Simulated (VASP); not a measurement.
# Mg7ZnO8 (P1) in VASP: a series of runs

Aim: see how the results for Mg7ZnO8 move with the level of theory and the settings. Levels: PBEsol, r2SCAN. Tasks: single point, relaxation of volume and atoms at fixed shape.

All numbers are computed with VASP 6.6.1; they aren't measurements. Logs are shortened: lines on timing, memory, paths and dates and some standing lists are left out, and cuts for length are marked.

## 1. The cell of the first run

The typed cell holds 64 atoms: a = 8.441 Å, b = 8.441 Å, c = 8.441 Å, α = 90.00°, β = 90.00°, γ = 90.00°.

## 2. Single point, PBEsol

INCAR reads:

```
SYSTEM = Mg7ZnO8
  PREC = Accurate
  ENCUT = 700
  EDIFF = 1E-6
  ISMEAR = -1
  SIGMA = 0.05
  LREAL = Auto
  LASPH = .TRUE.
  NELM = 120
  ALGO = Normal
  ISIF = 2
  LWAVE = .FALSE.
  LCHARG = .TRUE.
  GGA = PS
  LELF = .TRUE.
  LVHAR = .TRUE.
  ISYM = -1
  NBANDS = 186
  GGA_COMPAT = .FALSE.
```

KPOINTS reads:

```
explicit points
1
Reciprocal
  0.25000000   0.25000000   0.25000000 1
```

POSCAR reads:

```
Mg7ZnO8
1.0
    8.4414434486      0.0000000000      0.0000000000
    0.0000000000      8.4414434486      0.0000000000
    0.0000000000      0.0000000000      8.4414434486
O Zn Mg
32 4 28
Direct
    0.2530950000      0.0008960000      0.0001670000
    0.2505680000      0.0033480000      0.4996850000
    0.2505380000      0.5002280000      0.0001390000
    0.2503510000      0.4976630000      0.4994190000
    0.7473890000      0.0007700000      0.0001050000
    0.7499850000      0.0007390000      0.4995470000
    0.7499810000      0.5002500000      0.0026530000
    0.7499260000      0.5001770000      0.4970520000
    0.0000340000      0.2533230000      0.9995680000
    0.9999470000      0.2507460000      0.5001360000
    0.9998240000      0.7477110000      0.9995280000
    0.9973870000      0.7501190000      0.5000200000
    0.5004560000      0.2508120000      0.9970200000
    0.5006170000      0.2508280000      0.5026970000
    0.5005090000      0.7502100000      0.9996310000
    0.5030330000      0.7504120000      0.5002650000
    0.0005040000      0.0002370000      0.2526910000
    0.0004720000      0.0001810000      0.7469970000
    0.0005030000      0.5008170000      0.2501210000
    0.0030760000      0.5008400000      0.7495800000
    0.4999100000      0.9976960000      0.2501490000
    0.4999470000      0.0002360000      0.7495580000
    0.5000120000      0.5034380000      0.2502010000
    0.4973660000      0.5007440000      0.7495610000
    0.2474020000      0.2501690000      0.2494840000
    0.2499330000      0.2502320000      0.7501050000
    0.2498140000      0.7506880000      0.2469950000
    0.2500610000      0.7508660000      0.7527320000
    0.7530560000      0.2502400000      0.2496620000
    0.7504980000      0.2476450000      0.7500490000
    0.7504700000      0.7508260000      0.2496000000
    0.7505270000      0.7533120000      0.7502600000
    0.0001930000      0.0004450000      0.9998620000
    0.2501890000      0.7504820000      0.4998950000
    0.7502780000      0.5005000000      0.7498510000
    0.5002360000      0.2505070000      0.2498140000
    0.0004380000      0.0003100000      0.4998320000
    0.0000670000      0.5005880000      0.9996710000
    0.0001780000      0.5005920000      0.4999130000
    0.5002240000      0.0006130000      0.9999100000
    0.5000960000      0.0005430000      0.4998590000
    0.5003710000      0.5004230000      0.9998430000
    0.5002420000      0.5005210000      0.4999120000
    0.2502340000      0.2503800000      0.9999370000
    0.2503280000      0.2505320000      0.4997160000
    0.2500800000      0.7507060000      0.9998380000
    0.7502610000      0.2504460000      0.9998860000
    0.7501270000      0.2506050000      0.4998230000
    0.7502650000      0.7505790000      0.9998130000
    0.7501990000      0.7503970000      0.4999290000
    0.2502630000      0.0005610000      0.2498320000
    0.2501310000      0.0004590000      0.7498850000
    0.2503070000      0.5004640000      0.2498840000
    0.2502120000      0.5006350000      0.7497620000
    0.7502090000      0.0005960000      0.2497970000
    0.7503810000      0.0004780000      0.7499250000
    0.7500110000      0.5003910000      0.2498340000
    0.0002070000      0.2503790000      0.2496390000
    0.0000330000      0.2504460000      0.7499900000
    0.0003400000      0.7505950000      0.2498320000
    0.0001360000      0.7504950000      0.7499000000
    0.5004200000      0.2507000000      0.7498650000
    0.4999940000      0.7505510000      0.2499900000
    0.5002800000      0.7504090000      0.7497550000
```

Potentials or basis: VASP PAW PBE potentials, release 64 (O, Zn, Mg).

Started as:

```console
$ cat potpaw_PBE.64/O/POTCAR potpaw_PBE.64/Zn/POTCAR potpaw_PBE.64/Mg/POTCAR > POTCAR
$ mpirun -np 1 vasp_std > vasp.out
```

OUTCAR:

```text
SYSTEM = Mg7ZnO8
   PREC = Accurate
   ENCUT = 700
   EDIFF = 1E-6
   ISMEAR = -1
   LREAL = Auto
   LASPH = .TRUE.
   NELM = 120
   ISIF = 2
   GGA = PS
   ISYM = -1

 ion  position               nearest neighbor table
   1  0.253  0.001  0.000-  40 2.09  44 2.11  51 2.11  46 2.11  52 2.11  33 2.13
   2  0.251  0.003  0.500-  45 2.09  41 2.11  51 2.11  37 2.11  52 2.11  34 2.13
   3  0.251  0.500  0.000-  53 2.11  42 2.11  44 2.11  54 2.11  38 2.11  46 2.11
   4  0.250  0.498  0.499-  45 2.09  53 2.11  43 2.11  39 2.11  54 2.11  34 2.13
   5  0.747  0.001  0.000-  40 2.09  47 2.11  55 2.11  56 2.11  49 2.11  33 2.13
   6  0.750  0.001  0.500-  55 2.11  48 2.11  41 2.11  50 2.11  56 2.11  37 2.11
[... 76 lines left out ...]
  58  0.000  0.250  0.250-  29 2.09  25 2.09   9 2.11  17 2.11  19 2.11  10 2.11  47 2.98  33 2.98
                            44 2.98  55 2.98  51 2.98  38 2.99  53 2.99  45 2.99  57 2.99  37 2.99
  59  0.000  0.250  0.750-  30 2.11   9 2.11  10 2.11  26 2.11  18 2.11  20 2.11  56 2.98  47 2.98
                            35 2.98  38 2.98  33 2.98  48 2.98  52 2.99  44 2.99  39 2.99  37 2.99
  60  0.000  0.751  0.250-  27 2.11  17 2.11  19 2.11  31 2.11  12 2.11  11 2.11  37 2.98  46 2.98
                            33 2.98  51 2.98  34 2.98  39 2.99  49 2.99  53 2.99  55 2.99  38 2.99
  61  0.000  0.750  0.750-  32 2.11  11 2.11  20 2.11  18 2.11  12 2.11  28 2.11  38 2.98  56 2.98
                            49 2.98  35 2.98  46 2.98  37 2.98  39 2.98  50 2.98  33 2.98  54 2.98
  62  0.500  0.251  0.750-  13 2.09  14 2.09  24 2.11  30 2.11  22 2.11  26 2.11  35 2.98  42 2.98
                            48 2.98  43 2.98  47 2.98  40 2.99  54 2.99  41 2.99  56 2.99  45 2.99
  63  0.500  0.751  0.250-  23 2.09  21 2.09  27 2.11  16 2.11  15 2.11  31 2.11  34 2.98  51 2.98
                            53 2.98  41 2.98  43 2.98  46 2.98  40 2.99  50 2.99  57 2.99  55 2.99
  64  0.500  0.750  0.750-  16 2.11  24 2.11  22 2.11  15 2.11  28 2.11  32 2.11  43 2.98  50 2.98
                            54 2.98  35 2.98  34 2.98  41 2.98  49 2.98  42 2.98  56 2.99  52 2.99

IMPORTANT INFORMATION: All symmetrisations will be switched off!
NOSYMM: (Re-)initialisation of all symmetry stuff for point group C_1.

----------------------------------------------------------------------------------------

                                     Primitive cell

  volume of cell :     601.5201

  direct lattice vectors                    reciprocal lattice vectors
     8.441443449  0.000000000  0.000000000     0.118463152  0.000000000  0.000000000
     0.000000000  8.441443449  0.000000000     0.000000000  0.118463152  0.000000000
     0.000000000  0.000000000  8.441443449     0.000000000  0.000000000  0.118463152

  length of vectors
     8.441443449  8.441443449  8.441443449     0.118463152  0.118463152  0.118463152

  position of ions in fractional coordinates (direct lattice)
     0.253095000  0.000896000  0.000167000
     0.250568000  0.003348000  0.499685000
     0.250538000  0.500228000  0.000139000
     0.250351000  0.497663000  0.499419000
[... 172 lines left out ...]
   ISMEAR =    -1;   SIGMA  =   0.05  broadening in eV -4-tet -1-fermi 0-gaus
   EFERMI_NEDOS =   21; number of points for ismear=-14 and -15
   IALGO  =     38    algorithm
   IMIX   =      4    mixing-type and parameters
     AMIX     =   0.40;   BMIX     =  1.00
     AMIX_MAG =   1.60;   BMIX_MAG =  1.00
  volume/ion in A,a.u.               =       9.40        63.43
  Fermi-wavevector in a.u.,A,eV,Ry     =   1.292475  2.442423 22.728405  1.670491
  Thomas-Fermi vector in A             =   2.424180
   LORBIT       =      0    0 simple, 1 ext, 2 COOP (PROOUT), +10 PAW based schemes
   GGA     = PS    functional components
   LHFCALC =     F    Hartree Fock is set to
   AEXX    =    0.0000 exact exchange contribution
   IVDW    =     0    specifies the selected vdW correction
   LEPSILON=     F    determine dielectric tensor
   LRPA    =     F    only Hartree local field effects (RPA)
 non-spin polarized calculation
  energy-cutoff  :      700.00
  volume of cell :      601.52
 maximum number of plane-waves:     25287
 NGX is ok and might be reduce to    72
   NGX = 37   NGY = 37   NGZ = 37

 number of electron     295.9999979 magnetization

 Free energy of the ion-electron system (eV)
  ---------------------------------------------------
  ext. energy  EPLUGINS =         0.00000000
  ---------------------------------------------------
  free energy    TOTEN  =      -388.67968916 eV

  energy without entropy =     -388.67968916  energy(sigma->0) =     -388.67968916

 E-fermi :   4.2141     XC(G=0): -11.4682

 val. band max:        2.9810487848   @ k =   0.2500   0.2500   0.2500
 cond. band min:       7.8739579518   @ k =   0.2500   0.2500   0.2500
 fundamental gap:      4.8929091670
 Fermi energy:         4.2141335345

 k-point     1 :       0.2500    0.2500    0.2500
  band No.  band energies     occupation
      1     -14.2123      2.00000
      2     -13.8528      2.00000
      3     -13.8201      2.00000
      4     -13.7828      2.00000
      5     -13.5325      2.00000
      6     -13.5012      2.00000
[... 152 lines left out ...]
    159      11.0609      0.00000
    160      11.0965      0.00000
 [bands above 160 left out]

------------------------ aborting loop because EDIFF is reached ----------------------------------------

  FORCE on cell =-STRESS in cart. coord.  units (eV):
  Direction    XX          YY          ZZ          XY          YZ          ZX
  --------------------------------------------------------------------------------------
  -------------------------------------------------------------------------------------
  Total       -2.0834018     -2.1008649     -2.0889867     -0.7140783     -0.7078239     -0.7078609
  in kB       -5.5492395     -5.5957533     -5.5641151     -1.9019815     -1.8853224     -1.8854212
  external PRESSURE =      -5.5697026 kB  Pullay stress =       0.0000000 kB

 VOLUME and BASIS-vectors are now :
 -----------------------------------------------------------------------------
  energy-cutoff  :      700.00
  volume of cell :      601.52
      direct lattice vectors                 reciprocal lattice vectors
     8.441443449  0.000000000  0.000000000     0.118463152  0.000000000  0.000000000
     0.000000000  8.441443449  0.000000000     0.000000000  0.118463152  0.000000000
     0.000000000  0.000000000  8.441443449     0.000000000  0.000000000  0.118463152

 POSITION                                       TOTAL-FORCE (eV/Angst)
 -----------------------------------------------------------------------------------
      2.13649      0.00756      0.00141         0.042660      0.001282      0.001679
      2.11516      0.02826      4.21806         0.005714      0.046871      0.002405
      2.11490      4.22265      0.00117         0.002612      0.001059      0.001032
      2.11332      4.20099      4.21582         0.003733     -0.046108     -0.000220
      6.30904      0.00650      0.00089        -0.047825     -0.003478      0.002118
      6.33096      0.00624      4.21690        -0.004347      0.005648     -0.003116
[... 56 lines left out ...]
      4.22067      6.33573      2.11028         0.003319     -0.000201      0.003124
      4.22309      6.33454      6.32901        -0.004815      0.001156      0.000126
 -----------------------------------------------------------------------------------
    total drift:                                0.010435      0.035046     -0.008341

  FREE ENERGIE OF THE ION-ELECTRON SYSTEM (eV)
  ---------------------------------------------------
  free  energy   TOTEN  =      -388.6796891587 eV

  energy  without entropy=     -388.6796891586  energy(sigma->0) =     -388.67968916
```

Wall time 6.6 min (1 thread of Intel Xeon 6975P-C (Granite Rapids), shared host); peak memory 1 GiB.

What came out:

```yaml
Free_energy: -388.6797 eV
Pressure: -0.6 GPa
Largest_force: 0.050 eV/Å
Band_gap_on_the_k_mesh: 4.89 eV
```

Forces in eV/Å, atoms in the order of the input:
```
O    0.043  0.001  0.002
O    0.006  0.047  0.002
O    0.003  0.001  0.001
O    0.004 -0.046  0.000
O   -0.048 -0.003  0.002
O   -0.004  0.006 -0.003
O   -0.002  0.004  0.049
O   -0.005 -0.004 -0.048
O   -0.003  0.048  0.001
O   -0.002  0.006  0.004
O   -0.003 -0.046 -0.001
O   -0.050 -0.004  0.000
O    0.001 -0.002 -0.046
O    0.003  0.004  0.044
O    0.002  0.000 -0.008
O    0.049 -0.005  0.003
O    0.005  0.000  0.044
O    0.001 -0.003 -0.045
O    0.001  0.002 -0.001
O    0.045  0.000  0.002
O   -0.002 -0.047 -0.003
O    0.000 -0.002  0.003
O   -0.004  0.041  0.000
O   -0.044  0.004 -0.003
O   -0.046  0.001 -0.005
O   -0.003 -0.004  0.002
O   -0.003  0.000 -0.048
O    0.000  0.006  0.046
O    0.047  0.000 -0.003
O    0.002 -0.045  0.002
O    0.004  0.005 -0.006
O    0.000  0.048  0.000
Zn   0.000  0.000  0.002
Zn  -0.001 -0.004  0.000
Zn  -0.005 -0.004  0.001
Zn  -0.005 -0.005  0.006
Mg  -0.004  0.005  0.000
Mg   0.002 -0.005  0.004
Mg   0.004  0.000 -0.001
Mg   0.000  0.004  0.005
Mg   0.001  0.000 -0.005
Mg  -0.003  0.000  0.001
Mg  -0.002 -0.001 -0.005
Mg   0.000  0.003  0.001
Mg   0.000 -0.001  0.001
Mg   0.002 -0.005  0.001
Mg  -0.002  0.004 -0.002
Mg   0.001  0.000  0.001
Mg   0.004 -0.005 -0.003
Mg   0.002  0.000  0.002
Mg  -0.003 -0.002  0.002
Mg   0.001 -0.003 -0.004
Mg   0.000  0.004  0.005
Mg  -0.001 -0.001 -0.004
Mg  -0.001  0.001  0.000
Mg  -0.001  0.000  0.001
Mg   0.006  0.001  0.003
Mg   0.003  0.000  0.006
Mg   0.009  0.005 -0.006
Mg  -0.001 -0.002  0.003
Mg   0.005  0.001 -0.005
Mg  -0.004 -0.004 -0.002
Mg   0.003  0.000  0.003
Mg  -0.005  0.001  0.000
```

Levels at points of the mesh, in eV from the valence-band top:
| k point | band 145 | band 146 | band 147 | band 148 | band 149 | band 150 | band 151 | band 152 |
| --- | --- | --- | --- | --- | --- | --- | --- | --- |
| (0.25, 0.25, 0.25) | -0.07 | -0.07 | -0.02 | 0.00 | 4.89 | 6.05 | 6.23 | 6.51 |

Caveat: the PAW data sets were made with another functional, which shifts forces and pressure a little; a shifted mesh leaves out Γ, where band edges can lie.

[end of part 1 of 3]
